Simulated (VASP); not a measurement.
Here is a VASP 6.6.1 calculation.

The input INCAR:

```
PREC = Accurate ; ENCUT = 520
EDIFF = 1E-6 ; ISMEAR = -1
SIGMA = 0.05 ; LREAL = F
LASPH = T ; NELM = 80
ALGO = Normal ; ISIF = 2
LWAVE = F ; LCHARG = F
GGA = PS ; NBANDS = 20
```

Contents of KPOINTS:

```
regular mesh
0
Gamma
  10 10 10
```

The input POSCAR:

```
V
1.0
    0.0000000000      2.5635698487      2.5635698487
    2.5635698487      0.0000000000      2.5635698487
    2.5635698487      2.5635698487      0.0000000000
V
2
Direct
   -0.1475000000     -0.1175000000     -0.1175000000
    0.1475000000      0.1175000000      0.1175000000
```

Potentials or basis: VASP PAW PBE potentials, release 64 (V_sv).

Launch:

```console
$ cat potpaw_PBE.64/V_sv/POTCAR > POTCAR
$ mpirun -np 1 vasp_std > vasp.out
```

(1) Estimate the band gap on the k mesh.

(2) Predict the pressure.

Answers

(1) zero (band 13 reaches 7.51 eV, above the bottom of band 14 at 6.01 eV).

(2) 3.6 GPa.

Caveat: the cell differs from its parent crystal (shortest bond scaled by 0.94); the PAW data sets were made with another functional, which shifts forces and pressure a little.
